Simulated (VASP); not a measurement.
# Be2C (Fm-3m) in VASP: further runs

Runs on Be2C. Level: LDA. Tasks: single point.

All numbers are computed with VASP 6.6.1; they aren't measurements. Logs are shortened: lines on timing, memory, paths and dates and some standing lists are left out, and cuts for length are marked.

## Step 1: The cell of the first run

It takes space group Fm-3m (No. 225, cubic). Conventional cell: a = 4.271 Å, b = 4.271 Å, c = 4.271 Å, α = 90.00°, β = 90.00°, γ = 90.00°. Within 2.5 Å of C (site symmetry m-3m) lie 8 Be at 1.85 Å. Within 2.5 Å of Be (site symmetry -43m) lie 4 C at 1.85 Å and 6 Be at 2.14 Å.

## Step 2: Single point, LDA

INCAR

```
SYSTEM = Be2C
  PREC = Accurate
  ENCUT = 600
  EDIFF = 1E-6
  ISMEAR = -1
  SIGMA = 0.05
  LREAL = .FALSE.
  LASPH = .TRUE.
  NELM = 120
  ALGO = Normal
  ISIF = 2
  LWAVE = .FALSE.
  LCHARG = .FALSE.
  NBANDS = 11
  GGA_COMPAT = .FALSE.
```

KPOINTS

```
Automatic mesh
0
G
  11 11 11
  0 0 0
```

POSCAR

```
Be2C
1.0
    0.0000000000      2.1357396564      2.1357396564
    2.1357396564      0.0000000000      2.1357396564
    2.1357396564      2.1357396564      0.0000000000
C Be
1 2
Direct
    0.0000000000      0.0000000000      0.0000000000
    0.7500000000      0.7500000000      0.7500000000
    0.2500000000      0.2500000000      0.2500000000
```

Potentials or basis: VASP PAW LDA potentials, release 64 (C, Be).

The run is started by

```
> cat potpaw_LDA.64/C/POTCAR potpaw_LDA.64/Be/POTCAR > POTCAR
> mpirun -np 1 vasp_std > vasp.out
```

OUTCAR:

```text
SYSTEM = Be2C
   PREC = Accurate
   ENCUT = 600
   EDIFF = 1E-6
   ISMEAR = -1
   LREAL = .FALSE.
   LASPH = .TRUE.
   NELM = 120
   ISIF = 2

 ion  position               nearest neighbor table
   1  0.000  0.000  0.000-   2 1.85   2 1.85   2 1.85   2 1.85   3 1.85   3 1.85   3 1.85   3 1.85

   2  0.750  0.750  0.750-   1 1.85   1 1.85   1 1.85   1 1.85   3 2.14   3 2.14   3 2.14   3 2.14
                             3 2.14   3 2.14
   3  0.250  0.250  0.250-   1 1.85   1 1.85   1 1.85   1 1.85   2 2.14   2 2.14   2 2.14   2 2.14
                             2 2.14   2 2.14

  LATTYP: Found a face centered cubic cell.
 ALAT       =     4.2714793128

  Lattice vectors:

 A1 = (   0.0000000000,   2.1357396564,   2.1357396564)
 A2 = (   2.1357396564,   0.0000000000,   2.1357396564)
 A3 = (   2.1357396564,   2.1357396564,   0.0000000000)

Analysis of symmetry for initial positions (statically):
=====================================================================
 Subroutine PRICEL returns:
 Original cell was already a primitive cell.

 Routine SETGRP: Setting up the symmetry group for a
 face centered cubic supercell.

 Subroutine GETGRP returns: Found 48 space group operations
 (whereof 48 operations were pure point group operations)
 out of a pool of 48 trial point group operations.

The static configuration has the point symmetry O_h .

Analysis of symmetry for dynamics (positions and initial velocities):
=====================================================================
 Subroutine PRICEL returns:
 Original cell was already a primitive cell.

 Routine SETGRP: Setting up the symmetry group for a
 face centered cubic supercell.

 Subroutine GETGRP returns: Found 48 space group operations
 (whereof 48 operations were pure point group operations)
 out of a pool of 48 trial point group operations.

The dynamic configuration has the point symmetry O_h .

 Subroutine INISYM returns: Found 48 space group operations
 (whereof 48 operations are pure point group operations),
 and found     1 'primitive' translations

----------------------------------------------------------------------------------------

                                     Primitive cell

  volume of cell :      19.4839

  direct lattice vectors                    reciprocal lattice vectors
     0.000000000  2.135739656  2.135739656    -0.234110931  0.234110931  0.234110931
     2.135739656  0.000000000  2.135739656     0.234110931 -0.234110931  0.234110931
     2.135739656  2.135739656  0.000000000     0.234110931  0.234110931 -0.234110931

  length of vectors
     3.020391988  3.020391988  3.020391988     0.405492028  0.405492028  0.405492028

  position of ions in fractional coordinates (direct lattice)
     0.000000000  0.000000000  0.000000000
     0.750000000  0.750000000  0.750000000
     0.250000000  0.250000000  0.250000000

  ion indices of the primitive-cell ions
   primitive index   ion index
                 1           1
                 2           2
                 3           3

----------------------------------------------------------------------------------------

 KPOINTS: Automatic mesh

Automatic generation of k-mesh.
 Grid dimensions read from file:
 generate k-points for:   11   11   11

 Generating k-lattice:

  Cartesian coordinates                     Fractional coordinates (reciprocal lattice)
    -0.021282812  0.021282812  0.021282812     0.090909091  0.000000000  0.000000000
     0.021282812 -0.021282812  0.021282812     0.000000000  0.090909091  0.000000000
     0.021282812  0.021282812 -0.021282812     0.000000000  0.000000000  0.090909091

  Length of vectors
     0.036862912  0.036862912  0.036862912

  Shift w.r.t. Gamma in fractional coordinates (k-lattice)
     0.000000000  0.000000000  0.000000000

 Subroutine IBZKPT returns following result:
 ===========================================

 Found     56 irreducible k-points:

 Following reciprocal coordinates:
            Coordinates               Weight
  0.000000  0.000000  0.000000      1.000000
  0.090909  0.000000  0.000000      8.000000
  0.181818  0.000000  0.000000      8.000000
  0.272727  0.000000  0.000000      8.000000
  0.363636  0.000000  0.000000      8.000000
  0.454545  0.000000  0.000000      8.000000
[... 16 lines left out ...]
 -0.272727  0.181818  0.000000     24.000000
 -0.181818  0.181818  0.000000     12.000000
 [... further k-points ...]
   k-points           NKPTS =     56   k-points in BZ     NKDIM =     56   number of bands    NBANDS=     11
   number of dos      NEDOS =    301   number of ions     NIONS =      3
   total plane-waves  NPLWV =  13824
   dimension x,y,z NGX =    24 NGY =   24 NGZ =   24
   dimension x,y,z NGXF=    48 NGYF=   48 NGZF=   48
   ions per type =               1   2
   NGX,Y,Z   is equivalent  to a cutoff of  13.21, 13.21, 13.21 a.u.
   NGXF,Y,Z  is equivalent  to a cutoff of  26.42, 26.42, 26.42 a.u.
 SYSTEM =  Be2C
   PREC   = accura    normal or accurate (medium, high low for compatibility)
   ISTART =      0    job   : 0-new  1-cont  2-samecut
   ICHARG =      2    charge: 1-file 2-atom 10-const
   ISPIN  =      1    spin polarized calculation?
   LNONCOLLINEAR =      F non collinear calculations
   LSORBIT =      F    spin-orbit coupling
   LASPH  =      T    aspherical Exc in radial PAW
   ENCUT  =  600.0 eV  44.10 Ry    6.64 a.u.   6.03  6.03  6.03*2*pi/ulx,y,z
   NELM   =    120;   NELMIN=  2; NELMDL= -5     # of ELM steps
   EDIFF  = 0.1E-05   stopping-criterion for ELM
   LREAL  =      F    real-space projection
   EDIFFG = 0.1E-04   stopping-criterion for IOM
   NSW    =      0    number of steps for IOM
   IBRION =     -1    ionic relax: 0-MD 1-quasi-New 2-CG
   NFREE  =      0    steps in history (QN), initial steepest desc. (CG)
   ISIF   =      2    stress and relaxation
   ISYM   =      2    0-nonsym 1-usesym 2-fastsym
   POTIM  = 0.5000    time-step for ionic-motion
   TEBEG  =    0.0;   TEEND  =   0.0 temperature during run
   PSTRESS=    0.0 pullay stress
   NELECT =       8.0000    total number of electrons
   NUPDOWN=      -1.0000    fix difference up-down
   EMIN   =  10.00;   EMAX   =-10.00  energy-range for DOS
   EFERMI =   0.00;   METHOD = LEGACY
   ISMEAR =    -1;   SIGMA  =   0.05  broadening in eV -4-tet -1-fermi 0-gaus
   EFERMI_NEDOS =   21; number of points for ismear=-14 and -15
   IALGO  =     38    algorithm
   IMIX   =      4    mixing-type and parameters
     AMIX     =   0.40;   BMIX     =  1.00
     AMIX_MAG =   1.60;   BMIX_MAG =  1.00
  volume/ion in A,a.u.               =       6.49        43.83
  Fermi-wavevector in a.u.,A,eV,Ry     =   1.216783  2.299387 20.144258  1.480561
  Thomas-Fermi vector in A             =   2.352125
   LORBIT       =      0    0 simple, 1 ext, 2 COOP (PROOUT), +10 PAW based schemes
   GGA     = CA    functional components
   LHFCALC =     F    Hartree Fock is set to
   AEXX    =    0.0000 exact exchange contribution
   IVDW    =     0    specifies the selected vdW correction
   LEPSILON=     F    determine dielectric tensor
   LRPA    =     F    only Hartree local field effects (RPA)
 non-spin polarized calculation
  energy-cutoff  :      600.00
  volume of cell :       19.48
 maximum number of plane-waves:       666
   NGX = 13   NGY = 13   NGZ = 13

 number of electron       7.9999999 magnetization

 Free energy of the ion-electron system (eV)
  ---------------------------------------------------
  ext. energy  EPLUGINS =         0.00000000
  ---------------------------------------------------
  free energy    TOTEN  =       -19.43257976 eV

  energy without entropy =      -19.43257974  energy(sigma->0) =      -19.43257975

 E-fermi :   8.5543     XC(G=0): -11.6826

 val. band max:        7.9222750590   @ k =   0.0000   0.0000   0.0000
 cond. band min:       9.2159983668   @ k =   0.4545   0.4545   0.0000
 fundamental gap:      1.2937233078
 Fermi energy:         8.5543120894

 k-point     1 :       0.0000    0.0000    0.0000
  band No.  band energies     occupation
      1      -7.2360      2.00000
      2       7.9223      1.99999
      3       7.9223      1.99999
      4       7.9223      1.99999
      5      12.0199      0.00000
      6      12.0199      0.00000
      7      12.0199      0.00000
      8      15.2435      0.00000
      9      21.2579      0.00000
     10      21.2579      0.00000
     11      21.2579      0.00000

 k-point     2 :       0.0909    0.0000    0.0000
  band No.  band energies     occupation
      1      -7.1023      2.00000
      2       6.7625      2.00000
      3       7.6499      2.00000
      4       7.6499      2.00000
      5      12.4123      0.00000
      6      12.4123      0.00000
      7      12.8204      0.00000
      8      15.4920      0.00000
      9      20.3383      0.00000
     10      20.3383      0.00000
     11      21.6333      0.00000

 k-point     3 :       0.1818    0.0000    0.0000
  band No.  band energies     occupation
      1      -6.7048      2.00000
      2       4.6358      2.00000
      3       7.1003      2.00000
      4       7.1003      2.00000
      5      13.1371      0.00000
      6      13.1371      0.00000
      7      13.8830      0.00000
      8      16.1700      0.00000
      9      19.3605      0.00000
     10      19.3605      0.00000
     11      22.6799      0.00000

 k-point     4 :       0.2727    0.0000    0.0000
  band No.  band energies     occupation
      1      -6.0586      2.00000
      2       2.4694      2.00000
      3       6.5851      2.00000
      4       6.5851      2.00000
      5      13.4300      0.00000
      6      13.4300      0.00000
      7      14.6185      0.00000
      8      16.9410      0.00000
      9      19.5678      0.00000
     10      19.5678      0.00000
     11      24.0047      0.00000

 k-point     5 :       0.3636    0.0000    0.0000
  band No.  band energies     occupation
      1      -5.2192      2.00000
      2       0.5515      2.00000
      3       6.2218      2.00000
      4       6.2218      2.00000
      5      13.2065      0.00000
      6      13.2065      0.00000
      7      15.1459      0.00000
      8      17.5301      0.00000
      9      20.9206      0.00000
     10      20.9206      0.00000
     11      25.0307      0.00000
[... 211 lines left out ...]
 k-point    21 :      -0.4545    0.1818    0.0000
  band No.  band energies     occupation
      1      -3.9566      2.00000
      2      -0.5039      2.00000
      3       4.1339      2.00000
      4       4.9531      2.00000
      5      12.4913      0.00000
      6      15.1940      0.00000
      7      17.0089      0.00000
      8      18.4884      0.00000
      9      21.1202      0.00000
     10      22.0001      0.00000
     11      25.5427      0.00000

 k-point    22 :      -0.3636    0.1818    0.0000
  band No.  band energies     occupation
      1      -4.2771      2.00000
      2      -0.0319      2.00000
      3       3.8210      2.00000
      4       5.4569      2.00000
      5      12.9303      0.00000
      6      14.9410      0.00000
      7      16.7842      0.00000
      8      18.8073      0.00000
      9      19.7131      0.00000
     10      22.0387      0.00000
     11      25.3931      0.00000

 k-point    23 :      -0.2727    0.1818    0.0000
  band No.  band energies     occupation
      1      -5.0899      2.00000
      2       1.3816      2.00000
      3       3.8161      2.00000
      4       6.1429      2.00000
      5      13.5057      0.00000
      6      14.7674      0.00000
      7      16.3334      0.00000
      8      17.6335      0.00000
      9      17.7040      0.00000
     10      23.4751      0.00000
     11      25.1111      0.00000

 k-point    24 :      -0.1818    0.1818    0.0000
  band No.  band energies     occupation
      1      -5.8485      2.00000
      2       2.9254      2.00000
      3       4.3328      2.00000
      4       6.8604      2.00000
      5      13.9777      0.00000
      6      14.0740      0.00000
      7      15.9025      0.00000
      8      16.1891      0.00000
      9      17.0474      0.00000
     10      23.2216      0.00000
     11      24.2985      0.00000

 [... further k-points ...]

------------------------ aborting loop because EDIFF is reached ----------------------------------------

  FORCE on cell =-STRESS in cart. coord.  units (eV):
  Direction    XX          YY          ZZ          XY          YZ          ZX
  --------------------------------------------------------------------------------------
  -------------------------------------------------------------------------------------
  Total        0.0003068      0.0003068      0.0003068     -0.0000000      0.0000000      0.0000000
  in kB        0.0252272      0.0252272      0.0252272     -0.0000000      0.0000000      0.0000000
  external PRESSURE =       0.0252272 kB  Pullay stress =       0.0000000 kB

 VOLUME and BASIS-vectors are now :
 -----------------------------------------------------------------------------
  energy-cutoff  :      600.00
  volume of cell :       19.48
      direct lattice vectors                 reciprocal lattice vectors
     0.000000000  2.135739656  2.135739656    -0.234110931  0.234110931  0.234110931
     2.135739656  0.000000000  2.135739656     0.234110931 -0.234110931  0.234110931
     2.135739656  2.135739656  0.000000000     0.234110931  0.234110931 -0.234110931

 POSITION                                       TOTAL-FORCE (eV/Angst)
 -----------------------------------------------------------------------------------
      0.00000      0.00000      0.00000         0.000000     -0.000000     -0.000000
      3.20361      3.20361      3.20361        -0.000000     -0.000000     -0.000000
      1.06787      1.06787      1.06787         0.000000      0.000000      0.000000
 -----------------------------------------------------------------------------------
    total drift:                               -0.000000     -0.000000     -0.000000

  FREE ENERGIE OF THE ION-ELECTRON SYSTEM (eV)
  ---------------------------------------------------
  free  energy   TOTEN  =       -19.4325797581 eV

  energy  without entropy=      -19.4325797353  energy(sigma->0) =      -19.43257975
```

Wall time 10 s (1 thread of Intel Xeon 8259CL, shared host); peak memory 0.13 GiB.

What came out:

* Free energy: -19.4326 eV
* Pressure: 0.0 GPa
* Band gap on the k mesh: 1.29 eV, indirect (least direct gap 4.10 eV)

Levels at points of the mesh, in eV from the valence-band top:
```tsv
k point	band 1	band 2	band 3	band 4	band 5	band 6	band 7	band 8
(0.00, 0.00, 0.00)	-15.16	0.00	0.00	0.00	4.10	4.10	4.10	7.32
```

## Step 3: Single point, LDA

This run uses another cell than the first one, of 6.63 Å³/atom, 1.021 times its volume.

INCAR

```
SYSTEM = Be2C
PREC = Accurate
ENCUT = 600
EDIFF = 1E-6
ISMEAR = -1
SIGMA = 0.05
LREAL = .False.
LASPH = .True.
NELM = 120
ALGO = Normal
ISIF = 2
LWAVE = .False.
LCHARG = .False.
GGA = CA
NBANDS = 11
GGA_COMPAT = .False.
```

KPOINTS

```
regular mesh
0
Gamma
  11 11 11
  0 0 0
```

POSCAR

```
Be2C
1.0
    0.0000000000      2.1504693608      2.1504693608
    2.1504693608      0.0000000000      2.1504693608
    2.1504693608      2.1504693608      0.0000000000
C Be
1 2
Direct
    0.0000000000      0.0000000000      0.0000000000
    0.7500000000      0.7500000000      0.7500000000
    0.2500000000      0.2500000000      0.2500000000
```

Potentials or basis: VASP PAW LDA potentials, release 64 (C, Be).

The run is started by

```
> cat potpaw_LDA.64/C/POTCAR potpaw_LDA.64/Be/POTCAR > POTCAR
> mpirun -np 1 vasp_std > vasp.out
```

It took 11 s on 1 thread of Intel Xeon 8259CL, shared host; peak memory 0.13 GiB.

Results (log left out):

```
Free energy            : -19.4275 eV
Pressure               : -4.3 GPa
Band gap on the k mesh : 1.28 eV, indirect (least direct gap 4.06 eV)
```

Levels at points of the mesh, in eV from the valence-band top:
```
           k point  band 1  band 2  band 3  band 4  band 5  band 6  band 7  band 8
(0.00, 0.00, 0.00)  -15.01    0.00    0.00    0.00    4.06    4.06    4.06    7.09
```

A k mesh can miss the band edges.

## Step 4: Single point, LDA

This run uses another cell than the first one, of 6.90 Å³/atom, 1.062 times its volume.

INCAR

```
SYSTEM = Be2C
PREC = Accurate ; ENCUT = 600
EDIFF = 1E-6 ; ISMEAR = -1
SIGMA = 0.05 ; LREAL = .False.
LASPH = .True. ; NELM = 120
ALGO = Normal ; ISIF = 2
LWAVE = .False. ; LCHARG = .False.
GGA = CA ; NBANDS = 11
GGA_COMPAT = .False.
```

KPOINTS is that of step 3.

POSCAR

```
Be2C
1.0
    0.0000000000      2.1793381662      2.1793381662
    2.1793381662      0.0000000000      2.1793381662
    2.1793381662      2.1793381662      0.0000000000
C Be
1 2
Direct
    0.0000000000      0.0000000000      0.0000000000
    0.7500000000      0.7500000000      0.7500000000
    0.2500000000      0.2500000000      0.2500000000
```

The run is started by

```
> cat potpaw_LDA.64/C/POTCAR potpaw_LDA.64/Be/POTCAR > POTCAR
> mpirun -np 1 vasp_std > vasp.out
```

Wall time 22 s (1 thread of Intel Xeon 8259CL, shared host); peak memory 0.14 GiB.

Results (log left out):

- Free energy: -19.3870 eV
- Pressure: -11.8 GPa
- Band gap on the k mesh: 1.26 eV, indirect (least direct gap 3.99 eV)

Levels at points of the mesh, in eV from the valence-band top:
| k point | band 1 | band 2 | band 3 | band 4 | band 5 | band 6 | band 7 | band 8 | band 9 |
| --- | --- | --- | --- | --- | --- | --- | --- | --- | --- |
| (0.00, 0.00, 0.00) | -14.72 | 0.00 | 0.00 | 0.00 | 3.99 | 3.99 | 3.99 | 6.65 | 12.86 |

A k mesh can miss the band edges.

## Step 5: Summary

| cell | gap on the mesh (eV) | pressure (GPa) |
| --- | --- | --- |
| a = 3.020 Å, angles 60.0°, 3 atoms | 1.29 | 0.0 |
| a = 3.041 Å, angles 60.0°, 3 atoms | 1.28 | -4.3 |
| a = 3.082 Å, angles 60.0°, 3 atoms | 1.26 | -11.8 |

Alike in all rows: task single point; level LDA; potentials or basis VASP PAW LDA potentials, release 64 (C, Be); no spin polarisation; k mesh 11 × 11 × 11; cutoff (eV) 600; smearing fermi-dirac 0.05 eV.

Absolute energies hang on the potentials; compare differences alone.
